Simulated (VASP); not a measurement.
Write the native input for VASP 6.6.1 that does the following.

```
Task                   : relaxation of cell and atoms
Functional             : PBE
Potentials or basis    : VASP PAW PBE potentials, release 64 (Cu)
Cutoff                 : 600 eV
k mesh                 : 14 × 14 × 14
Occupations            : gaussian, width 0.1 eV
Spin                   : no spin polarisation
Dipole correction      : no
Further INCAR settings : ALGO = Fast; EDIFF = 1e-06; IBRION = 2; EDIFFG = -0.01; NSW = 100; ISIF = 3
```

The structure of Cu lies in POSCAR:

```
Cu
1.0
    0.0000000000      2.7827481718      2.7827481718
    2.7827481718      0.0000000000      2.7827481718
    2.7827481718      2.7827481718      0.0000000000
Cu
3
Direct
    0.2500000000      0.2500000000      0.2500000000
    0.7500000000      0.7500000000      0.7500000000
    0.5000000000      0.5000000000      0.5000000000
```

The input as run:

INCAR

```
SYSTEM = Cu
ALGO = Fast ; EDIFF = 1E-6
EDIFFG = -0.01 ; ENCUT = 600
GGA = PE ; IBRION = 2
ISIF = 3 ; ISMEAR = 0
LASPH = .True. ; LCHARG = .False.
LREAL = .False. ; LWAVE = .False.
NELM = 60 ; NSW = 100
PREC = Accurate ; SIGMA = 0.1
```

KPOINTS

```
k-points
0
Gamma
  14 14 14
  0 0 0
```

Potentials or basis: VASP PAW PBE potentials, release 64 (Cu).

The run is started by

```console
$ cat potpaw_PBE.64/Cu/POTCAR > POTCAR
$ mpirun -np 1 vasp_std > vasp.out
```

Results of the run:

```yaml
Relaxed_volume: 14.43 Å³/atom
Relaxed_cell: a = 3.941 Å, b = 3.941 Å, c = 3.941 Å, α = 60.00°, β = 60.00°, γ = 60.00°
Space_group_after_relaxing_to_0.05_Å: Fm-3m (No. 225)
Energy_gained_by_relaxing: 0.0 meV/atom
Ionic_steps: 4
Pressure_after_relaxing: 0.0 GPa
```

Wall time 110 s on 1 thread of Intel(R) Xeon(R) 6975P-C (Granite Rapids), with other jobs on the host, peak memory 0.24 GiB.
